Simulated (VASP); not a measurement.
# WS2 (P2_1) in VASP: single point with PBE+D3(BJ)

Aim: the single point of WS2 with PBE+D3(BJ).

Program: VASP 6.6.1. These are calculated values, not measurements. Logs are shortened: lines on timing, memory, paths and dates and some standing lists are left out, and cuts for length are marked.

**1. The cell of the first run**

The structure is monoclinic, space group P2_1 (No. 4). Conventional cell: a = 3.188 Å, b = 12.068 Å, c = 5.673 Å, α = 90.00°, β = 90.07°, γ = 90.00°. W (site symmetry 1) has 6 S at 2.39 to 2.50 Å and 4 W at 2.78 to 3.19 Å within 3.2 Å. W (site symmetry 1) has 6 S at 2.39 to 2.51 Å and 4 W at 2.78 to 3.19 Å within 3.2 Å. Within 3.7 Å of S (site symmetry 1) lie 3 W at 2.39 to 2.42 Å and 10 S at 3.19 to 3.60 Å. S (site symmetry 1) has 3 W at 2.46 to 2.51 Å and 9 S at 3.19 to 3.36 Å within 3.4 Å. Within 3.4 Å of S (site symmetry 1) lie 3 W at 2.39 to 2.43 Å and 9 S at 3.19 to 3.36 Å. Within 4.1 Å of S (site symmetry 1) lie 6 W at 2.46 to 4.05 Å and 12 S at 3.19 to 3.94 Å.

**2. Single point, PBE+D3(BJ)**

The input, INCAR:

```
SYSTEM = WS2
  PREC = Accurate
  ENCUT = 520
  EDIFF = 1E-7
  ISMEAR = 0
  SIGMA = 0.1
  LREAL = .False.
  LASPH = .True.
  NELM = 80
  ALGO = Normal
  ISIF = 2
  LWAVE = .False.
  LCHARG = .False.
  GGA = PE
  IVDW = 12
  NBANDS = 64
```

The input, KPOINTS:

```
Automatic mesh
0
Gamma
  6 2 4
  0 0 0
```

The input, POSCAR:

```
WS2
1.0
    3.1879104319      0.0000000000      0.0399231729
    0.0000000000     12.0681450008      0.0000000000
   -0.0780677258      0.0000000000      5.6726626343
W S
4 8
Direct
    0.9898516210      0.5291521129      0.6921710180
    0.0101483790      0.0291521129      0.3078289820
    0.5113958997      0.0401078464      0.9071103428
    0.4886041003      0.5401078464      0.0928896572
    0.9887148308      0.6776242685      0.9777334121
    0.0112851692      0.1776242685      0.0222665879
    0.5121997791      0.1454652221      0.5263316903
    0.4878002209      0.6454652221      0.4736683097
    0.5101394997      0.8915331034      0.1952474814
    0.4898605003      0.3915331034      0.8047525186
    0.9893496224      0.4241174467      0.3126342831
    0.0106503776      0.9241174467      0.6873657169
```

Potentials or basis: VASP PAW PBE potentials, release 64 (W_sv, S).

Command:

```
$ cat potpaw_PBE.64/W_sv/POTCAR potpaw_PBE.64/S/POTCAR > POTCAR
$ mpirun -np 1 vasp_std > vasp.out
```

OUTCAR:

```text
SYSTEM = WS2
   PREC = Accurate
   ENCUT = 520
   EDIFF = 1E-7
   ISMEAR = 0
   LREAL = .False.
   LASPH = .True.
   NELM = 80
   ISIF = 2
   GGA = PE
   IVDW = 12
 IVDW          = 12

 ion  position               nearest neighbor table
   1  0.990  0.529  0.692-  10 2.39  10 2.39   5 2.42   8 2.46   8 2.46  11 2.50   4 2.78   4 2.78

   2  0.010  0.029  0.308-   9 2.39   9 2.39   6 2.42   7 2.46   7 2.46  12 2.50   3 2.78   3 2.78

   3  0.511  0.040  0.907-   6 2.39   6 2.39   9 2.43  12 2.46  12 2.46   7 2.51   2 2.78   2 2.78

   4  0.489  0.540  0.093-   5 2.39   5 2.39  10 2.43  11 2.46  11 2.46   8 2.51   1 2.78   1 2.78

   5  0.989  0.678  0.978-   4 2.39   4 2.39   1 2.42
   6  0.011  0.178  0.022-   3 2.39   3 2.39   2 2.42
   7  0.512  0.145  0.526-   2 2.46   2 2.46   3 2.51
   8  0.488  0.645  0.474-   1 2.46   1 2.46   4 2.51
   9  0.510  0.892  0.195-   2 2.39   2 2.39   3 2.43
  10  0.490  0.392  0.805-   1 2.39   1 2.39   4 2.43
  11  0.989  0.424  0.313-   4 2.46   4 2.46   1 2.50
  12  0.011  0.924  0.687-   3 2.46   3 2.46   2 2.50

  LATTYP: Found a simple monoclinic cell.
 ALAT       =     3.1881604071
 B/A-ratio  =     3.7853004428
 C/A-ratio  =     1.7794587073
 COS(beta)  =    -0.0012385768

  Lattice vectors:

 A1 = (   3.1879104319,   0.0000000000,   0.0399231729)
 A2 = (   0.0000000000,  12.0681450008,   0.0000000000)
 A3 = (  -0.0780677258,   0.0000000000,   5.6726626343)

Analysis of symmetry for initial positions (statically):
=====================================================================
 Subroutine PRICEL returns:
 Original cell was already a primitive cell.

 Routine SETGRP: Setting up the symmetry group for a
 simple monoclinic supercell.

 Subroutine GETGRP returns: Found  2 space group operations
 (whereof  1 operations were pure point group operations)
 out of a pool of  4 trial point group operations.

The static configuration has the point symmetry C_1 .
 The point group associated with its full space group is C_2 .

Analysis of symmetry for dynamics (positions and initial velocities):
=====================================================================
 Subroutine PRICEL returns:
 Original cell was already a primitive cell.

 Routine SETGRP: Setting up the symmetry group for a
 simple monoclinic supercell.

 Subroutine GETGRP returns: Found  2 space group operations
 (whereof  1 operations were pure point group operations)
 out of a pool of  4 trial point group operations.

The dynamic configuration has the point symmetry C_1 .
 The point group associated with its full space group is C_2 .

 Subroutine INISYM returns: Found  2 space group operations
 (whereof  1 operations are pure point group operations),
 and found     1 'primitive' translations

----------------------------------------------------------------------------------------

                                     Primitive cell

  volume of cell :     218.2772

  direct lattice vectors                    reciprocal lattice vectors
     3.187910432  0.000000000  0.039923173     0.313631046  0.000000000  0.004316220
     0.000000000 12.068145001  0.000000000     0.000000000  0.082862776  0.000000000
    -0.078067726  0.000000000  5.672662634    -0.002207279  0.000000000  0.176253683

  length of vectors
     3.188160407 12.068145001  5.673199797     0.313660745  0.082862776  0.176267504

  position of ions in fractional coordinates (direct lattice)
     0.989851621  0.529152113  0.692171018
     0.010148379  0.029152113  0.307828982
     0.511395900  0.040107846  0.907110343
     0.488604100  0.540107846  0.092889657
     0.988714831  0.677624268  0.977733412
     0.011285169  0.177624268  0.022266588
     0.512199779  0.145465222  0.526331690
     0.487800221  0.645465222  0.473668310
     0.510139500  0.891533103  0.195247481
     0.489860500  0.391533103  0.804752519
     0.989349622  0.424117447  0.312634283
     0.010650378  0.924117447  0.687365717

  ion indices of the primitive-cell ions
   primitive index   ion index
                 1           1
                 2           2
                 3           3
                 4           4
                 5           5
                 6           6
                 7           7
                 8           8
                 9           9
                10          10
                11          11
                12          12

----------------------------------------------------------------------------------------

 KPOINTS: Automatic mesh

Automatic generation of k-mesh.
 Grid dimensions read from file:
 generate k-points for:    6    2    4

 Generating k-lattice:

  Cartesian coordinates                     Fractional coordinates (reciprocal lattice)
     0.052271841  0.000000000  0.000719370     0.166666667  0.000000000 -0.000000000
     0.000000000  0.041431388  0.000000000     0.000000000  0.500000000  0.000000000
    -0.000551820  0.000000000  0.044063421     0.000000000  0.000000000  0.250000000

  Length of vectors
     0.052276791  0.041431388  0.044066876

  Shift w.r.t. Gamma in fractional coordinates (k-lattice)
     0.000000000  0.000000000  0.000000000

 Subroutine IBZKPT returns following result:
 ===========================================

 Found     28 irreducible k-points:

 Following reciprocal coordinates:
            Coordinates               Weight
  0.000000  0.000000  0.000000      1.000000
  0.166667  0.000000 -0.000000      2.000000
  0.333333  0.000000  0.000000      2.000000
  0.500000  0.000000  0.000000      1.000000
  0.000000  0.500000  0.000000      1.000000
  0.166667  0.500000 -0.000000      2.000000
[... 16 lines left out ...]
  0.333333  0.000000  0.500000      2.000000
  0.500000  0.000000  0.500000      1.000000
 [... further k-points ...]
   k-points           NKPTS =     28   k-points in BZ     NKDIM =     28   number of bands    NBANDS=     64
   number of dos      NEDOS =    301   number of ions     NIONS =     12
   total plane-waves  NPLWV =  90720
   dimension x,y,z NGX =    24 NGY =   90 NGZ =   42
   dimension x,y,z NGXF=    48 NGYF=  180 NGZF=   84
   ions per type =               4   8
   NGX,Y,Z   is equivalent  to a cutoff of  12.51, 12.40, 12.31 a.u.
   NGXF,Y,Z  is equivalent  to a cutoff of  25.03, 24.80, 24.62 a.u.
 SYSTEM =  WS2
   PREC   = accura    normal or accurate (medium, high low for compatibility)
   ISTART =      0    job   : 0-new  1-cont  2-samecut
   ICHARG =      2    charge: 1-file 2-atom 10-const
   ISPIN  =      1    spin polarized calculation?
   LNONCOLLINEAR =      F non collinear calculations
   LSORBIT =      F    spin-orbit coupling
   LASPH  =      T    aspherical Exc in radial PAW
   ENCUT  =  520.0 eV  38.22 Ry    6.18 a.u.   5.93 22.44 10.55*2*pi/ulx,y,z
   NELM   =     80;   NELMIN=  2; NELMDL= -5     # of ELM steps
   EDIFF  = 0.1E-06   stopping-criterion for ELM
   LREAL  =      F    real-space projection
   EDIFFG = 0.1E-05   stopping-criterion for IOM
   NSW    =      0    number of steps for IOM
   IBRION =     -1    ionic relax: 0-MD 1-quasi-New 2-CG
   NFREE  =      0    steps in history (QN), initial steepest desc. (CG)
   ISIF   =      2    stress and relaxation
   ISYM   =      2    0-nonsym 1-usesym 2-fastsym
   POTIM  = 0.5000    time-step for ionic-motion
   TEBEG  =    0.0;   TEEND  =   0.0 temperature during run
   PSTRESS=    0.0 pullay stress
   NELECT =     104.0000    total number of electrons
   NUPDOWN=      -1.0000    fix difference up-down
   EMIN   =  10.00;   EMAX   =-10.00  energy-range for DOS
   EFERMI =   0.00;   METHOD = LEGACY
   ISMEAR =     0;   SIGMA  =   0.10  broadening in eV -4-tet -1-fermi 0-gaus
   EFERMI_NEDOS =   21; number of points for ismear=-14 and -15
   IALGO  =     38    algorithm
   IMIX   =      4    mixing-type and parameters
     AMIX     =   0.40;   BMIX     =  1.00
     AMIX_MAG =   1.60;   BMIX_MAG =  1.00
  volume/ion in A,a.u.               =      18.19       122.75
  Fermi-wavevector in a.u.,A,eV,Ry     =   1.278644  2.416288 22.244596  1.634932
  Thomas-Fermi vector in A             =   2.411175
   LORBIT       =      0    0 simple, 1 ext, 2 COOP (PROOUT), +10 PAW based schemes
   GGA     = PE    functional components
   LHFCALC =     F    Hartree Fock is set to
   AEXX    =    0.0000 exact exchange contribution
   IVDW    =    12    specifies the selected vdW correction
   LEPSILON=     F    determine dielectric tensor
   LRPA    =     F    only Hartree local field effects (RPA)
 non-spin polarized calculation
 Gauss-broadening in eV      SIGMA  =   0.10
  energy-cutoff  :      520.00
  volume of cell :      218.28
 maximum number of plane-waves:      5918
   NGX = 11   NGY = 45   NGZ = 21

 number of electron     104.0000001 magnetization

 Free energy of the ion-electron system (eV)
  ---------------------------------------------------
  ext. energy  EPLUGINS =         0.00000000
  ---------------------------------------------------
  free energy    TOTEN  =       -92.26279937 eV

  energy without entropy =      -92.24159552  energy(sigma->0) =      -92.25219745

 E-fermi :   6.8104     XC(G=0): -10.8166

 val. band max:        6.8079125746   @ k =   0.0000   0.5000   0.0000
 cond. band min:       6.8157803942   @ k =   0.1667   0.0000  -0.0000
 fundamental gap:      0.0078678196
 Fermi energy:         6.8104141063

 k-point     1 :       0.0000    0.0000    0.0000
  band No.  band energies     occupation
      1     -67.5364      2.00000
      2     -67.5364      2.00000
      3     -67.4842      2.00000
      4     -67.4842      2.00000
      5     -32.0222      2.00000
      6     -32.0222      2.00000
[... 56 lines left out ...]
     63      10.6144      0.00000
     64      10.6591      0.00000

 k-point     2 :       0.1667    0.0000   -0.0000
  band No.  band energies     occupation
      1     -67.5310      2.00000
      2     -67.5310      2.00000
      3     -67.4854      2.00000
      4     -67.4854      2.00000
      5     -32.0130      2.00000
      6     -32.0130      2.00000
[... 56 lines left out ...]
     63      10.0523      0.00000
     64      10.1955      0.00000

 k-point     3 :       0.3333    0.0000    0.0000
  band No.  band energies     occupation
      1     -67.5180      2.00000
      2     -67.5180      2.00000
      3     -67.4901      2.00000
      4     -67.4901      2.00000
      5     -32.0337      2.00000
      6     -32.0337      2.00000
[... 1396 lines left out ...]
     63      10.7111      0.00000
     64      10.8002      0.00000

 k-point    24 :       0.5000    0.0000    0.5000
  band No.  band energies     occupation
      1     -67.5077      2.00000
      2     -67.5076      2.00000
      3     -67.4964      2.00000
      4     -67.4963      2.00000
      5     -32.0893      2.00000
      6     -32.0893      2.00000
[... 56 lines left out ...]
     63      10.4139      0.00000
     64      10.4781      0.00000

 [... further k-points ...]

------------------------ aborting loop because EDIFF is reached ----------------------------------------

 Edisp (eV)   -5.00511

 E8    (eV) :    -2.1058

  FORCE on cell =-STRESS in cart. coord.  units (eV):
  Direction    XX          YY          ZZ          XY          YZ          ZX
  --------------------------------------------------------------------------------------
  -------------------------------------------------------------------------------------
  Total      -0.30097    -0.15361     0.10270     0.00000     0.00000     0.02318
  in kB      -2.20917    -1.12748     0.75383     0.00000     0.00000     0.17011
  external pressure =       -0.86 kB  Pullay stress =        0.00 kB

 VOLUME and BASIS-vectors are now :
 -----------------------------------------------------------------------------
  energy-cutoff  :      520.00
  volume of cell :      218.28
      direct lattice vectors                 reciprocal lattice vectors
     3.187910432  0.000000000  0.039923173     0.313631046  0.000000000  0.004316220
     0.000000000 12.068145001  0.000000000     0.000000000  0.082862776  0.000000000
    -0.078067726  0.000000000  5.672662634    -0.002207279  0.000000000  0.176253683

 POSITION                                       TOTAL-FORCE (eV/Angst)
 -----------------------------------------------------------------------------------
      3.10152      6.38588      3.96597        -0.013170      0.008125      0.000367
      0.00832      0.35181      1.74662         0.013170      0.008125     -0.000367
      1.55947      0.48403      5.16615        -0.016302      0.017610     -0.016740
      1.55037      6.51810      0.54644         0.016302      0.017610      0.016740
      3.07560      8.17767      5.58582         0.004701     -0.004034      0.028904
      0.03424      2.14360      0.12676        -0.004701     -0.004034     -0.028904
      1.59176      1.75550      3.00615        -0.022304     -0.018045      0.007873
      1.51809      7.78957      2.70644         0.022304     -0.018045     -0.007873
      1.61104     10.75915      1.12794        -0.002706     -0.014506      0.017245
      1.49881      4.72508      4.58465         0.002706     -0.014506     -0.017245
      3.12955      5.11831      1.81297        -0.002403      0.010851     -0.006369
     -0.01971     11.15238      3.89962         0.002403      0.010851      0.006369
 -----------------------------------------------------------------------------------
    total drift:                               -0.000000      0.000279     -0.000000

  FREE ENERGIE OF THE ION-ELECTRON SYSTEM (eV)
  ---------------------------------------------------
  free  energy   TOTEN  =       -97.2679109987 eV

  energy  without entropy=      -97.2467071471  energy(sigma->0) =      -97.25730907
```

Wall time 3.6 min (1 thread of Intel Xeon 6975P-C (Granite Rapids), shared host); peak memory 0.45 GiB.

What came out:

* Free energy: -97.2679 eV
* Pressure: -0.1 GPa
* Largest force: 0.030 eV/Å
* Band gap on the k mesh: zero (bands 52 and 53 overlap by 0.06 eV)
* Dispersion energy per atom: -0.417 eV

Forces on the atoms (eV/Å):
```
W   -0.013  0.008  0.000
W    0.013  0.008  0.000
W   -0.016  0.018 -0.017
W    0.016  0.018  0.017
S    0.005 -0.004  0.029
S   -0.005 -0.004 -0.029
S   -0.022 -0.018  0.008
S    0.022 -0.018 -0.008
S   -0.003 -0.015  0.017
S    0.003 -0.015 -0.017
S   -0.002  0.011 -0.006
S    0.002  0.011  0.006
```

Stress tensor (GPa, compression positive):
```
-0.22  0.00  0.02
 0.00 -0.11  0.00
 0.02  0.00  0.08
```

Caveat: spin-orbit coupling is left out, which moves the levels of the heavy elements.
